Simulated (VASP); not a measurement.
Set up this calculation in VASP 6.6.1, as the native input.

```
Task                   : single point
Functional             : PBE
Potentials or basis    : VASP PAW PBE potentials, release 64 (Sr_sv)
Cutoff                 : 520 eV
k mesh                 : 9 × 9 × 6
Occupations            : fermi-dirac, width 0.05 eV
Spin                   : no spin polarisation
Dipole correction      : no
Further INCAR settings : ALGO = Normal; EDIFF = 1e-07; NBANDS = 17
```

The structure of Sr lies in POSCAR:

```
Sr
1.0
    3.0191369257      3.0191369257      0.0000000000
   -3.0191369257      3.0191369257      0.0000000000
    0.0000000000      0.0000000000      6.0382738514
Sr
2
Direct
    0.0000000000      0.0000000000      0.0000000000
    0.5000000000      0.5000000000      0.5000000000
```

One way to write it, as run:

INCAR

```
PREC = Accurate
ENCUT = 520
EDIFF = 1E-7
ISMEAR = -1
SIGMA = 0.05
LREAL = False
LASPH = True
NELM = 80
ALGO = Normal
ISIF = 2
LWAVE = False
LCHARG = False
GGA = PE
NBANDS = 17
```

KPOINTS

```
regular mesh
0
Gamma
  9 9 6
```

Potentials or basis: VASP PAW PBE potentials, release 64 (Sr_sv).

Launch:

```sh
$ cat potpaw_PBE.64/Sr_sv/POTCAR > POTCAR
$ mpirun -np 1 vasp_std > vasp.out
```

Results of the run:

```json
{
 "Pressure": "-0.1 GPa",
 "Band gap on the k mesh": "zero (band 10 reaches 1.61 eV, above the bottom of band 11 at 1.59 eV)"
}
```

It took 70 s on 1 thread of Intel(R) Xeon(R) Platinum 8375C CPU @ 2.90GHz (Ice Lake) (shared host), peak memory 0.26 GiB.
